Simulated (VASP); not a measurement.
# Ge (I4_1/amd) in VASP: further runs

Runs on Ge. Level: r2SCAN. Tasks: single point.

Program: VASP 6.6.1. These are calculated values, not measurements. Logs are shortened: lines on timing, memory, paths and dates and some standing lists are left out, and cuts for length are marked.

## Step 1: The cell of the first run

The structure is tetragonal, space group I4_1/amd (No. 141). Conventional cell: a = 5.147 Å, b = 5.147 Å, c = 2.818 Å, α = 90.00°, β = 90.00°, γ = 90.00°. Within 3.5 Å of Ge (site symmetry -4m2) lie 10 Ge at 2.67 to 3.33 Å.

## Step 2: Single point, r2SCAN

File POSCAR:

```
Ge
1.0
   -2.5734902219      2.5734902219      1.4090864226
    2.5734902219     -2.5734902219      1.4090864226
    2.5734902219      2.5734902219     -1.4090864226
Ge
2
Direct
    0.2500000000      0.7500000000      0.5000000000
    0.5000000000      0.5000000000      0.0000000000
```

File INCAR.step1:

```
  PREC = Accurate
  ENCUT = 550
  ISMEAR = 0
  SIGMA = 0.15
  LREAL = F
  LASPH = T
  NELM = 120
  NBANDS = 21
  GGA = PE
  ALGO = Normal
  EDIFF = 1E-5
  LWAVE = T
  LCHARG = F
  GGA_COMPAT = F
```

File INCAR.step2:

```
  PREC = Accurate
  ENCUT = 550
  EDIFF = 1E-6
  ISMEAR = 0
  SIGMA = 0.15
  LREAL = F
  LASPH = T
  NELM = 120
  ALGO = Normal
  ISIF = 2
  LWAVE = F
  LCHARG = T
  METAGGA = R2SCAN
  LMIXTAU = T
  LELF = T
  LVHAR = T
  NBANDS = 21
  ISTART = 1
  GGA_COMPAT = F
```

File KPOINTS:

```
Automatic mesh
0
Gamma
  24 24 24
```

Potentials or basis: VASP PAW PBE potentials, release 64 (Ge_d).

Command:

```
> cat potpaw_PBE.64/Ge_d/POTCAR > POTCAR
> cp INCAR.step1 INCAR
> mpirun -np 1 vasp_std > vasp.out
> cp INCAR.step2 INCAR
> mpirun -np 1 vasp_std > vasp.out
```

OUTCAR:

```text
PREC = Accurate
   ENCUT = 550
   EDIFF = 1E-6
   ISMEAR = 0
   LREAL = F
   LASPH = T
   NELM = 120
   ISIF = 2
   METAGGA = R2SCAN
   ISTART = 1

 ion  position               nearest neighbor table
   1  0.250  0.750  0.500-   2 2.67   2 2.67   2 2.67   2 2.67
   2  0.500  0.500  0.000-   1 2.67   1 2.67   1 2.67   1 2.67

  LATTYP: Found a body centered tetragonal cell.
 ALAT       =     5.1469804438
 C/A-ratio  =     0.5475390622

  Lattice vectors:

 A1 = (  -2.5734902219,   2.5734902219,   1.4090864226)
 A2 = (   2.5734902219,  -2.5734902219,   1.4090864226)
 A3 = (   2.5734902219,   2.5734902219,  -1.4090864226)

Analysis of symmetry for initial positions (statically):
=====================================================================
 Subroutine PRICEL returns:
 Original cell was already a primitive cell.

 Routine SETGRP: Setting up the symmetry group for a
 body centered tetragonal supercell.

 Subroutine GETGRP returns: Found 16 space group operations
 (whereof  8 operations were pure point group operations)
 out of a pool of 16 trial point group operations.

The static configuration has the point symmetry D_2d.
 The point group associated with its full space group is D_4h.

Analysis of symmetry for dynamics (positions and initial velocities):
=====================================================================
 Subroutine PRICEL returns:
 Original cell was already a primitive cell.

 Routine SETGRP: Setting up the symmetry group for a
 body centered tetragonal supercell.

 Subroutine GETGRP returns: Found 16 space group operations
 (whereof  8 operations were pure point group operations)
 out of a pool of 16 trial point group operations.

The dynamic configuration has the point symmetry D_2d.
 The point group associated with its full space group is D_4h.

 Subroutine INISYM returns: Found 16 space group operations
 (whereof  8 operations are pure point group operations),
 and found     1 'primitive' translations

----------------------------------------------------------------------------------------

                                     Primitive cell

  volume of cell :      37.3287

  direct lattice vectors                    reciprocal lattice vectors
    -2.573490222  2.573490222  1.409086423     0.000000000  0.194288673  0.354839839
     2.573490222 -2.573490222  1.409086423     0.194288673  0.000000000  0.354839839
     2.573490222  2.573490222 -1.409086423     0.194288673  0.194288673  0.000000000

  length of vectors
     3.902720640  3.902720640  3.902720640     0.404548390  0.404548390  0.274765676

  position of ions in fractional coordinates (direct lattice)
     0.250000000  0.750000000  0.500000000
     0.500000000  0.500000000  0.000000000

  ion indices of the primitive-cell ions
   primitive index   ion index
                 1           1
                 2           2

----------------------------------------------------------------------------------------

 KPOINTS: Automatic mesh

Automatic generation of k-mesh.
 Grid dimensions read from file:
 generate k-points for:   24   24   24

 Generating k-lattice:

  Cartesian coordinates                     Fractional coordinates (reciprocal lattice)
     0.000000000  0.008095361  0.014784993     0.041666667  0.000000000 -0.000000000
     0.008095361  0.000000000  0.014784993     0.000000000  0.041666667 -0.000000000
     0.008095361  0.008095361  0.000000000     0.000000000  0.000000000  0.041666667

  Length of vectors
     0.016856183  0.016856183  0.011448570

  Shift w.r.t. Gamma in fractional coordinates (k-lattice)
     0.000000000  0.000000000  0.000000000

 Subroutine IBZKPT returns following result:
 ===========================================

 Found   1063 irreducible k-points:

 Following reciprocal coordinates:
            Coordinates               Weight
  0.000000  0.000000  0.000000      1.000000
  0.041667 -0.000000  0.000000      8.000000
  0.083333 -0.000000  0.000000      8.000000
  0.125000  0.000000  0.000000      8.000000
  0.166667  0.000000  0.000000      8.000000
  0.208333  0.000000 -0.000000      8.000000
[... 16 lines left out ...]
  0.416667  0.041667 -0.000000     16.000000
  0.458333  0.041667 -0.000000     16.000000
 [... further k-points ...]
   k-points           NKPTS =   1063   k-points in BZ     NKDIM =   1063   number of bands    NBANDS=     21
   number of dos      NEDOS =    301   number of ions     NIONS =      2
   total plane-waves  NPLWV =  27000
   dimension x,y,z NGX =    30 NGY =   30 NGZ =   30
   dimension x,y,z NGXF=    60 NGYF=   60 NGZF=   60
   ions per type =               2
   NGX,Y,Z   is equivalent  to a cutoff of  12.78, 12.78, 12.78 a.u.
   NGXF,Y,Z  is equivalent  to a cutoff of  25.56, 25.56, 25.56 a.u.
 SYSTEM =  unknown system
   PREC   = accura    normal or accurate (medium, high low for compatibility)
   ISTART =      1    job   : 0-new  1-cont  2-samecut
   ICHARG =      0    charge: 1-file 2-atom 10-const
   ISPIN  =      1    spin polarized calculation?
   LNONCOLLINEAR =      F non collinear calculations
   LSORBIT =      F    spin-orbit coupling
   LASPH  =      T    aspherical Exc in radial PAW
   ENCUT  =  550.0 eV  40.42 Ry    6.36 a.u.   7.46  7.46  7.46*2*pi/ulx,y,z
   NELM   =    120;   NELMIN=  2; NELMDL=  0     # of ELM steps
   EDIFF  = 0.1E-05   stopping-criterion for ELM
   LREAL  =      F    real-space projection
   EDIFFG = 0.1E-04   stopping-criterion for IOM
   NSW    =      0    number of steps for IOM
   IBRION =     -1    ionic relax: 0-MD 1-quasi-New 2-CG
   NFREE  =      0    steps in history (QN), initial steepest desc. (CG)
   ISIF   =      2    stress and relaxation
   ISYM   =      2    0-nonsym 1-usesym 2-fastsym
   POTIM  = 0.5000    time-step for ionic-motion
   TEBEG  =    0.0;   TEEND  =   0.0 temperature during run
   PSTRESS=    0.0 pullay stress
   NELECT =      28.0000    total number of electrons
   NUPDOWN=      -1.0000    fix difference up-down
   EMIN   =  10.00;   EMAX   =-10.00  energy-range for DOS
   EFERMI =   0.00;   METHOD = LEGACY
   ISMEAR =     0;   SIGMA  =   0.15  broadening in eV -4-tet -1-fermi 0-gaus
   EFERMI_NEDOS =   21; number of points for ismear=-14 and -15
   IALGO  =     38    algorithm
   IMIX   =      4    mixing-type and parameters
     AMIX     =   0.40;   BMIX     =  1.00
     AMIX_MAG =   1.60;   BMIX_MAG =  1.00
  volume/ion in A,a.u.               =      18.66       125.95
  Fermi-wavevector in a.u.,A,eV,Ry     =   1.487465  2.810900 30.103580  2.212551
  Thomas-Fermi vector in A             =   2.600622
   LORBIT       =      0    0 simple, 1 ext, 2 COOP (PROOUT), +10 PAW based schemes
   METAGGA = R2SCAN    functional components
   LHFCALC =     F    Hartree Fock is set to
   AEXX    =    0.0000 exact exchange contribution
   IVDW    =     0    specifies the selected vdW correction
   LEPSILON=     F    determine dielectric tensor
   LRPA    =     F    only Hartree local field effects (RPA)
 non-spin polarized calculation
 Gauss-broadening in eV      SIGMA  =   0.15
  energy-cutoff  :      550.00
  volume of cell :       37.33
 maximum number of plane-waves:      1126
 NGX is ok and might be reduce to    30
   NGX = 15   NGY = 15   NGZ = 15

 number of electron      28.0000026 magnetization

 Free energy of the ion-electron system (eV)
  ---------------------------------------------------
  ext. energy  EPLUGINS =         0.00000000
  ---------------------------------------------------
  free energy    TOTEN  =       -27.03050511 eV

  energy without entropy =      -27.02263794  energy(sigma->0) =      -27.02657152

 E-fermi :   6.5926     XC(G=0): -12.3351

 val. band max:        6.5917797389   @ k =  -0.1667   0.3750   0.1250
 cond. band min:       6.5979574392   @ k =  -0.0833   0.3333   0.0417
 fundamental gap:      0.0061777003
 Fermi energy:         6.5926443067

 k-point     1 :       0.0000    0.0000    0.0000
  band No.  band energies     occupation
      1     -18.8867      2.00000
      2     -18.8357      2.00000
      3     -18.8045      2.00000
      4     -18.8033      2.00000
      5     -18.6966      2.00000
      6     -18.6966      2.00000
[... 13 lines left out ...]
     20      18.7940      0.00000
     21      19.6998      0.00000

 k-point     2 :       0.0417   -0.0000    0.0000
  band No.  band energies     occupation
      1     -18.8860      2.00000
      2     -18.8334      2.00000
      3     -18.8036      2.00000
      4     -18.8004      2.00000
      5     -18.6988      2.00000
      6     -18.6987      2.00000
[... 13 lines left out ...]
     20      18.8052      0.00000
     21      19.9670      0.00000

 k-point     3 :       0.0833   -0.0000    0.0000
  band No.  band energies     occupation
      1     -18.8839      2.00000
      2     -18.8266      2.00000
      3     -18.8008      2.00000
      4     -18.7922      2.00000
      5     -18.7041      2.00000
      6     -18.7029      2.00000
[... 13 lines left out ...]
     20      18.6964      0.00000
     21      19.5661      0.00000

 k-point     4 :       0.1250    0.0000    0.0000
  band No.  band energies     occupation
      1     -18.8804      2.00000
      2     -18.8163      2.00000
      3     -18.7964      2.00000
      4     -18.7800      2.00000
      5     -18.7112      2.00000
      6     -18.7070      2.00000
[... 13 lines left out ...]
     20      18.0410      0.00000
     21      18.6411      0.00000

 k-point     5 :       0.1667    0.0000    0.0000
  band No.  band energies     occupation
      1     -18.8755      2.00000
      2     -18.8036      2.00000
      3     -18.7908      2.00000
      4     -18.7666      2.00000
      5     -18.7195      2.00000
      6     -18.7088      2.00000
[... 13 lines left out ...]
     20      17.2602      0.00000
     21      18.0838      0.00000
[... 382 lines left out ...]
     20      15.9590      0.00000
     21      19.1645      0.00000

 k-point    22 :       0.3750    0.0417   -0.0000
  band No.  band energies     occupation
      1     -18.8461      2.00000
      2     -18.7833      2.00000
      3     -18.7777      2.00000
      4     -18.7611      2.00000
      5     -18.7345      2.00000
      6     -18.7267      2.00000
[... 13 lines left out ...]
     20      17.1204      0.00000
     21      19.7701      0.00000

 k-point    23 :       0.4167    0.0417   -0.0000
  band No.  band energies     occupation
      1     -18.8423      2.00000
      2     -18.7886      2.00000
      3     -18.7836      2.00000
      4     -18.7590      2.00000
      5     -18.7301      2.00000
      6     -18.7288      2.00000
[... 13 lines left out ...]
     20      18.3581      0.00000
     21      19.8920      0.00000

 k-point    24 :       0.4583    0.0417   -0.0000
  band No.  band energies     occupation
      1     -18.8394      2.00000
      2     -18.7935      2.00000
      3     -18.7852      2.00000
      4     -18.7578      2.00000
      5     -18.7302      2.00000
      6     -18.7265      2.00000
[... 13 lines left out ...]
     20      18.9206      0.00000
     21      19.5548      0.00000

 [... further k-points ...]
[... 5 lines left out ...]
  --------------------------------------------------------------------------------------
  -------------------------------------------------------------------------------------
  Total       -0.1175919     -0.1175919      0.0898281      0.0000000      0.0000000      0.0000000
  in kB       -5.0471385     -5.0471385      3.8554944      0.0000000      0.0000000      0.0000000
  external PRESSURE =      -2.0795942 kB  Pullay stress =       0.0000000 kB

 VOLUME and BASIS-vectors are now :
 -----------------------------------------------------------------------------
  energy-cutoff  :      550.00
  volume of cell :       37.33
      direct lattice vectors                 reciprocal lattice vectors
    -2.573490222  2.573490222  1.409086423     0.000000000  0.194288673  0.354839839
     2.573490222 -2.573490222  1.409086423     0.194288673  0.000000000  0.354839839
     2.573490222  2.573490222 -1.409086423     0.194288673  0.194288673  0.000000000

 POSITION                                       TOTAL-FORCE (eV/Angst)
 -----------------------------------------------------------------------------------
      2.57349      0.00000      0.70454         0.000000      0.000000      0.000000
      0.00000      0.00000      1.40909        -0.000000     -0.000000     -0.000000
 -----------------------------------------------------------------------------------
    total drift:                                0.000000     -0.000000      0.000000

  FREE ENERGIE OF THE ION-ELECTRON SYSTEM (eV)
  ---------------------------------------------------
  free  energy   TOTEN  =       -27.0305051052 eV

  energy  without entropy=      -27.0226379407  energy(sigma->0) =      -27.02657152
```

Wall time 28 min (1 thread of AMD EPYC 9R45 (Zen 5), shared host); peak memory 0.72 GiB.

Results:

```
Free energy            : -27.0305 eV
Pressure               : -0.2 GPa
Band gap on the k mesh : zero (bands 14 and 15 overlap by 5.74 eV)
```

Levels at points of the mesh, in eV from the Fermi level:
| k point | band 11 | band 12 | band 13 | band 14 | band 15 | band 16 | band 17 | band 18 |
| --- | --- | --- | --- | --- | --- | --- | --- | --- |
| (0.00, 0.00, 0.00) | -13.86 | -4.04 | -2.47 | -2.47 | 3.81 | 8.00 | 8.00 | 8.36 |
| (0.50, 0.00, 0.00) | -8.43 | -6.66 | -2.65 | -2.13 | -1.51 | 2.80 | 3.76 | 5.83 |
| (0.50, 0.50, 0.00) | -10.98 | -10.98 | 0.63 | 0.63 | 2.25 | 2.25 | 7.79 | 7.79 |
| (0.50, 0.50, 0.50) | -9.21 | -9.21 | -6.10 | -6.10 | 6.30 | 6.30 | 11.66 | 11.66 |

Caveat: the PAW data sets were made with another functional, which shifts forces and pressure a little.

[end of part 1 of 2]
